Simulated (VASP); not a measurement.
# CaO (Lime) (Fm-3m) in VASP: single point with PBE

Aim: the single point of CaO (Lime) with PBE.

All numbers are computed with VASP 6.6.1; they aren't measurements. Logs are shortened: lines on timing, memory, paths and dates and some standing lists are left out, and cuts for length are marked.

## (1) The cell of the first run

It takes space group Fm-3m (No. 225, cubic). Conventional cell: a = 4.813 Å, b = 4.813 Å, c = 4.813 Å, α = 90.00°, β = 90.00°, γ = 90.00°. Within 3.2 Å of Ca (site symmetry m-3m) lie 6 O at 2.41 Å. Within 3.2 Å of O (site symmetry m-3m) lie 6 Ca at 2.41 Å.

## (2) Single point, PBE

Contents of INCAR:

```
PREC = Accurate
ENCUT = 600
EDIFF = 1E-6
ISMEAR = 1
SIGMA = 0.05
LREAL = False
LASPH = True
NELM = 120
ALGO = Normal
ISIF = 2
LWAVE = False
LCHARG = False
GGA = PE
NBANDS = 15
GGA_COMPAT = False
```

Contents of KPOINTS:

```
Automatic mesh
0
Gamma
  6 6 6
```

Contents of POSCAR:

```
CaO
1.0
    0.0000000000      2.4065000000      2.4065000000
    2.4065000000      0.0000000000      2.4065000000
    2.4065000000      2.4065000000      0.0000000000
Ca O
1 1
Direct
    0.0000000000      0.0000000000      0.0000000000
    0.5000000000      0.5000000000      0.5000000000
```

Potentials or basis: VASP PAW PBE potentials, release 64 (Ca_sv, O).

On the command line:

```
$ cat potpaw_PBE.64/Ca_sv/POTCAR potpaw_PBE.64/O/POTCAR > POTCAR
$ mpirun -np 1 vasp_std > vasp.out
```

OUTCAR:

```text
PREC = Accurate
   ENCUT = 600
   EDIFF = 1E-6
   ISMEAR = 1
   LREAL = False
   LASPH = True
   NELM = 120
   ISIF = 2
   GGA = PE

 ion  position               nearest neighbor table
   1  0.000  0.000  0.000-   2 2.41   2 2.41   2 2.41   2 2.41   2 2.41   2 2.41
   2  0.500  0.500  0.500-   1 2.41   1 2.41   1 2.41   1 2.41   1 2.41   1 2.41

  LATTYP: Found a face centered cubic cell.
 ALAT       =     4.8130000000

  Lattice vectors:

 A1 = (   0.0000000000,   2.4065000000,   2.4065000000)
 A2 = (   2.4065000000,   0.0000000000,   2.4065000000)
 A3 = (   2.4065000000,   2.4065000000,   0.0000000000)

Analysis of symmetry for initial positions (statically):
=====================================================================
 Subroutine PRICEL returns:
 Original cell was already a primitive cell.

 Routine SETGRP: Setting up the symmetry group for a
 face centered cubic supercell.

 Subroutine GETGRP returns: Found 48 space group operations
 (whereof 48 operations were pure point group operations)
 out of a pool of 48 trial point group operations.

The static configuration has the point symmetry O_h .

Analysis of symmetry for dynamics (positions and initial velocities):
=====================================================================
 Subroutine PRICEL returns:
 Original cell was already a primitive cell.

 Routine SETGRP: Setting up the symmetry group for a
 face centered cubic supercell.

 Subroutine GETGRP returns: Found 48 space group operations
 (whereof 48 operations were pure point group operations)
 out of a pool of 48 trial point group operations.

The dynamic configuration has the point symmetry O_h .

 Subroutine INISYM returns: Found 48 space group operations
 (whereof 48 operations are pure point group operations),
 and found     1 'primitive' translations

----------------------------------------------------------------------------------------

                                     Primitive cell

  volume of cell :      27.8732

  direct lattice vectors                    reciprocal lattice vectors
     0.000000000  2.406500000  2.406500000    -0.207770621  0.207770621  0.207770621
     2.406500000  0.000000000  2.406500000     0.207770621 -0.207770621  0.207770621
     2.406500000  2.406500000  0.000000000     0.207770621  0.207770621 -0.207770621

  length of vectors
     3.403304938  3.403304938  3.403304938     0.359869272  0.359869272  0.359869272

  position of ions in fractional coordinates (direct lattice)
     0.000000000  0.000000000  0.000000000
     0.500000000  0.500000000  0.500000000

  ion indices of the primitive-cell ions
   primitive index   ion index
                 1           1
                 2           2

----------------------------------------------------------------------------------------

 KPOINTS: Automatic mesh

Automatic generation of k-mesh.
 Grid dimensions read from file:
 generate k-points for:    6    6    6

 Generating k-lattice:

  Cartesian coordinates                     Fractional coordinates (reciprocal lattice)
    -0.034628437  0.034628437  0.034628437     0.166666667  0.000000000  0.000000000
     0.034628437 -0.034628437  0.034628437     0.000000000  0.166666667  0.000000000
     0.034628437  0.034628437 -0.034628437     0.000000000  0.000000000  0.166666667

  Length of vectors
     0.059978212  0.059978212  0.059978212

  Shift w.r.t. Gamma in fractional coordinates (k-lattice)
     0.000000000  0.000000000  0.000000000

 Subroutine IBZKPT returns following result:
 ===========================================

 Found     16 irreducible k-points:

 Following reciprocal coordinates:
            Coordinates               Weight
  0.000000  0.000000  0.000000      1.000000
  0.166667  0.000000  0.000000      8.000000
  0.333333  0.000000  0.000000      8.000000
  0.500000  0.000000  0.000000      4.000000
  0.166667  0.166667  0.000000      6.000000
  0.333333  0.166667  0.000000     24.000000
[... 8 lines left out ...]
 -0.333333  0.333333  0.166667     24.000000
 -0.333333  0.500000  0.166667     12.000000
   k-points           NKPTS =     16   k-points in BZ     NKDIM =     16   number of bands    NBANDS=     15
   number of dos      NEDOS =    301   number of ions     NIONS =      2
   total plane-waves  NPLWV =  21952
   dimension x,y,z NGX =    28 NGY =   28 NGZ =   28
   dimension x,y,z NGXF=    56 NGYF=   56 NGZF=   56
   ions per type =               1   1
   NGX,Y,Z   is equivalent  to a cutoff of  13.68, 13.68, 13.68 a.u.
   NGXF,Y,Z  is equivalent  to a cutoff of  27.36, 27.36, 27.36 a.u.
 SYSTEM =  unknown system
   PREC   = accura    normal or accurate (medium, high low for compatibility)
   ISTART =      0    job   : 0-new  1-cont  2-samecut
   ICHARG =      2    charge: 1-file 2-atom 10-const
   ISPIN  =      1    spin polarized calculation?
   LNONCOLLINEAR =      F non collinear calculations
   LSORBIT =      F    spin-orbit coupling
   LASPH  =      T    aspherical Exc in radial PAW
   ENCUT  =  600.0 eV  44.10 Ry    6.64 a.u.   6.80  6.80  6.80*2*pi/ulx,y,z
   NELM   =    120;   NELMIN=  2; NELMDL= -5     # of ELM steps
   EDIFF  = 0.1E-05   stopping-criterion for ELM
   LREAL  =      F    real-space projection
   EDIFFG = 0.1E-04   stopping-criterion for IOM
   NSW    =      0    number of steps for IOM
   IBRION =     -1    ionic relax: 0-MD 1-quasi-New 2-CG
   NFREE  =      0    steps in history (QN), initial steepest desc. (CG)
   ISIF   =      2    stress and relaxation
   ISYM   =      2    0-nonsym 1-usesym 2-fastsym
   POTIM  = 0.5000    time-step for ionic-motion
   TEBEG  =    0.0;   TEEND  =   0.0 temperature during run
   PSTRESS=    0.0 pullay stress
   NELECT =      16.0000    total number of electrons
   NUPDOWN=      -1.0000    fix difference up-down
   EMIN   =  10.00;   EMAX   =-10.00  energy-range for DOS
   EFERMI =   0.00;   METHOD = LEGACY
   ISMEAR =     1;   SIGMA  =   0.05  broadening in eV -4-tet -1-fermi 0-gaus
   EFERMI_NEDOS =   21; number of points for ismear=-14 and -15
   IALGO  =     38    algorithm
   IMIX   =      4    mixing-type and parameters
     AMIX     =   0.40;   BMIX     =  1.00
     AMIX_MAG =   1.60;   BMIX_MAG =  1.00
  volume/ion in A,a.u.               =      13.94        94.05
  Fermi-wavevector in a.u.,A,eV,Ry     =   1.360564  2.571093 25.186211  1.851134
  Thomas-Fermi vector in A             =   2.487215
   LORBIT       =      0    0 simple, 1 ext, 2 COOP (PROOUT), +10 PAW based schemes
   GGA     = PE    functional components
   LHFCALC =     F    Hartree Fock is set to
   AEXX    =    0.0000 exact exchange contribution
   IVDW    =     0    specifies the selected vdW correction
   LEPSILON=     F    determine dielectric tensor
   LRPA    =     F    only Hartree local field effects (RPA)
 non-spin polarized calculation
 Methfessel and Paxton  Order N= 1 SIGMA  =   0.05
  energy-cutoff  :      600.00
  volume of cell :       27.87
 maximum number of plane-waves:       941
   NGX = 13   NGY = 13   NGZ = 13

 number of electron      15.9999998 magnetization

 Free energy of the ion-electron system (eV)
  ---------------------------------------------------
  ext. energy  EPLUGINS =         0.00000000
  ---------------------------------------------------
  free energy    TOTEN  =       -12.80486884 eV

  energy without entropy =      -12.80490910  energy(sigma->0) =      -12.80488226

 E-fermi :   2.3680     XC(G=0): -10.4551

 val. band max:        2.3259094381   @ k =   0.0000   0.0000   0.0000
 cond. band min:       5.9630309490   @ k =   0.5000   0.5000   0.0000
 fundamental gap:      3.6371215109
 Fermi energy:         2.3680034798

 k-point     1 :       0.0000    0.0000    0.0000
  band No.  band energies     occupation
      1     -35.3279      2.00000
      2     -16.0951      2.00000
      3     -16.0951      2.00000
      4     -16.0951      2.00000
      5     -13.1987      2.00000
      6       2.3259      2.00000
      7       2.3259      2.00000
      8       2.3259      2.00000
      9       7.0061      0.00000
     10       8.5413      0.00000
     11       8.5413      0.00000
     12       8.5413      0.00000
     13      10.0379      0.00000
     14      10.0379      0.00000
     15      17.3736      0.00000

 k-point     2 :       0.1667    0.0000    0.0000
  band No.  band energies     occupation
      1     -35.3029      2.00000
      2     -16.4336      2.00000
      3     -16.1085      2.00000
      4     -16.1085      2.00000
      5     -12.8413      2.00000
      6       1.4698      2.00000
      7       1.9783      2.00000
      8       1.9783      2.00000
      9       8.1116      0.00000
     10       8.5197      0.00000
     11       8.9971      0.00000
     12       8.9971      0.00000
     13      10.6587      0.00000
     14      10.6587      0.00000
     15      18.2146      0.00000

 k-point     3 :       0.3333    0.0000    0.0000
  band No.  band energies     occupation
      1     -35.2523      2.00000
      2     -16.9664      2.00000
      3     -16.1351      2.00000
      4     -16.1351      2.00000
      5     -12.2670      2.00000
      6       0.2173      2.00000
      7       1.3889      2.00000
      8       1.3889      2.00000
      9       8.8480      0.00000
     10      10.0326      0.00000
     11      10.0427      0.00000
     12      10.0427      0.00000
     13      11.9394      0.00000
     14      11.9394      0.00000
     15      17.4841      0.00000

 k-point     4 :       0.5000    0.0000    0.0000
  band No.  band energies     occupation
      1     -35.2268      2.00000
      2     -17.1915      2.00000
      3     -16.1483      2.00000
      4     -16.1483      2.00000
      5     -12.0183      2.00000
      6      -0.3030      2.00000
      7       1.1316      2.00000
      8       1.1316      2.00000
      9       9.3562      0.00000
     10      10.6581      0.00000
     11      10.6581      0.00000
     12      10.7997      0.00000
     13      12.7128      0.00000
     14      12.7128      0.00000
     15      16.4741      0.00000
[... 163 lines left out ...]
 k-point    14 :       0.5000    0.3333    0.1667
  band No.  band energies     occupation
      1     -35.2202      2.00000
      2     -16.8227      2.00000
      3     -16.3483      2.00000
      4     -16.2268      2.00000
      5     -12.4569      2.00000
      6       0.4954      2.00000
      7       1.3585      2.00000
      8       1.5816      2.00000
      9       7.7203      0.00000
     10       9.8514      0.00000
     11      10.7610      0.00000
     12      10.9922      0.00000
     13      12.0075      0.00000
     14      13.5424      0.00000
     15      17.4844      0.00000

 k-point    15 :      -0.3333    0.3333    0.1667
  band No.  band energies     occupation
      1     -35.2036      2.00000
      2     -16.8195      2.00000
      3     -16.4191      2.00000
      4     -16.2857      2.00000
      5     -12.4351      2.00000
      6       0.6101      2.00000
      7       1.2354      2.00000
      8       1.3215      2.00000
      9       8.8465      0.00000
     10       8.8516      0.00000
     11      10.9683      0.00000
     12      11.3966      0.00000
     13      12.3848      0.00000
     14      15.1728      0.00000
     15      15.9871      0.00000

 k-point    16 :      -0.3333    0.5000    0.1667
  band No.  band energies     occupation
      1     -35.1961      2.00000
      2     -16.5977      2.00000
      3     -16.4690      2.00000
      4     -16.4134      2.00000
      5     -12.6717      2.00000
      6       1.1140      2.00000
      7       1.2570      2.00000
      8       1.5174      2.00000
      9       7.3427      0.00000
     10       9.9758      0.00000
     11      10.6339      0.00000
     12      11.8360      0.00000
     13      11.9947      0.00000
     14      15.2047      0.00000
     15      15.9231      0.00000

------------------------ aborting loop because EDIFF is reached ----------------------------------------

  FORCE on cell =-STRESS in cart. coord.  units (eV):
  Direction    XX          YY          ZZ          XY          YZ          ZX
  --------------------------------------------------------------------------------------
  -------------------------------------------------------------------------------------
  Total        0.2868633      0.2868633      0.2868633      0.0000000     -0.0000000      0.0000000
  in kB       16.4891415     16.4891415     16.4891415      0.0000000     -0.0000000      0.0000000
  external PRESSURE =      16.4891415 kB  Pullay stress =       0.0000000 kB

 VOLUME and BASIS-vectors are now :
 -----------------------------------------------------------------------------
  energy-cutoff  :      600.00
  volume of cell :       27.87
      direct lattice vectors                 reciprocal lattice vectors
     0.000000000  2.406500000  2.406500000    -0.207770621  0.207770621  0.207770621
     2.406500000  0.000000000  2.406500000     0.207770621 -0.207770621  0.207770621
     2.406500000  2.406500000  0.000000000     0.207770621  0.207770621 -0.207770621

 POSITION                                       TOTAL-FORCE (eV/Angst)
 -----------------------------------------------------------------------------------
      0.00000      0.00000      0.00000        -0.000000      0.000000      0.000000
      2.40650      2.40650      2.40650         0.000000     -0.000000     -0.000000
 -----------------------------------------------------------------------------------
    total drift:                                0.000000      0.000000      0.000000

  FREE ENERGIE OF THE ION-ELECTRON SYSTEM (eV)
  ---------------------------------------------------
  free  energy   TOTEN  =       -12.8048688399 eV

  energy  without entropy=      -12.8049091032  energy(sigma->0) =      -12.80488226
```

It took 5 s on 1 thread of Intel Xeon 6975P-C (Granite Rapids), shared host; peak memory 0.16 GiB.

What came out:

- Free energy: -12.8049 eV
- Pressure: 1.6 GPa
- Band gap on the k mesh: 3.64 eV, indirect (least direct gap 4.01 eV)
